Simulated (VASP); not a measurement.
Input of a VASP 6.6.1 run:

The input POSCAR:

```
SiO
1.0
    2.7960217520      0.0000000000      0.0000000000
    0.0000000000      2.7960217520      0.0000000000
    0.0000000000      0.0000000000      2.7960217520
Si O
1 1
Direct
    0.0000000000      0.0000000000      0.0000000000
    0.5000000000      0.5000000000      0.5000000000
```

INCAR.step1

```
  PREC = Accurate
  ENCUT = 520
  EDIFF = 1E-5
  ISMEAR = -1
  SIGMA = 0.05
  LREAL = False
  LASPH = True
  NELM = 60
  ALGO = Normal
  ISIF = 2
  LWAVE = True
  LCHARG = False
  NBANDS = 12
  GGA = PE
```

File INCAR.step2:

```
  PREC = Accurate
  ENCUT = 520
  EDIFF = 1E-7
  ISMEAR = -1
  SIGMA = 0.05
  LREAL = False
  LASPH = True
  NELM = 60
  ALGO = Normal
  ISIF = 2
  LWAVE = False
  LCHARG = False
  GGA = PE
  LHFCALC = True
  HFSCREEN = 0.2079
  PRECFOCK = Normal
  NBANDS = 12
  ISTART = 1
```

Contents of KPOINTS:

```
regular mesh
0
Gamma
  5 5 5
```

Potentials or basis: VASP PAW PBE potentials, release 64 (Si, O).

Command:

```console
$ cat potpaw_PBE.64/Si/POTCAR potpaw_PBE.64/O/POTCAR > POTCAR
$ cp INCAR.step1 INCAR
$ mpirun -np 1 vasp_std > vasp.out
$ cp INCAR.step2 INCAR
$ mpirun -np 1 vasp_std > vasp.out
```

**Question.** Predict the pressure.

**Answer.** -0.1 GPa.

**Question.** Estimate the band gap on the k mesh.

**Answer.** 0.93 eV (least direct gap 2.41 eV).

Caveat: the k points lie up to 0.45 Å⁻¹ apart; the PAW data sets were made with another functional, which shifts forces and pressure a little; an odd mesh through Γ misses points on the zone boundary, where band edges can lie.
